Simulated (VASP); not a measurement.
**Au: single point with PBE**

Au, a sheet with vacuum:

```
CELL_PARAMETERS angstrom
6.31653 0.00000 0.00000
-3.15826 5.47027 0.00000
0.00000 0.00000 14.00000
ATOMIC_POSITIONS crystal
Au 0.33333 0.66667 0.50000
Au 0.66667 0.33333 0.50000
```

```yaml
Program: VASP 6.6.1
Task: single point
Functional: PBE
Potentials_or_basis: VASP PAW PBE potentials, release 64 (Au)
Cutoff: 520 eV
k_mesh: 3 × 3 × 1
Occupations: gaussian, width 0.1 eV
Spin: no spin polarisation
```

```json
{
  "Band gap on the k mesh": "zero (filled and empty bands touch)"
}
```

Levels at points of the mesh, in eV from the Fermi level:
```tsv
k point	band 9	band 10	band 11	band 12	band 13	band 14
(0.00, 0.00, 0.00)	-1.12	-1.09	-0.97	1.99	3.97	5.16
```

Run time: 45 s on 1 thread of Intel(R) Xeon(R) Platinum 8375C CPU @ 2.90GHz (Ice Lake), with other jobs on the host, peak memory 0.49 GiB.

Caveat: the k points lie up to 0.38 Å⁻¹ apart; spin-orbit coupling is left out, which moves the levels of the heavy elements.
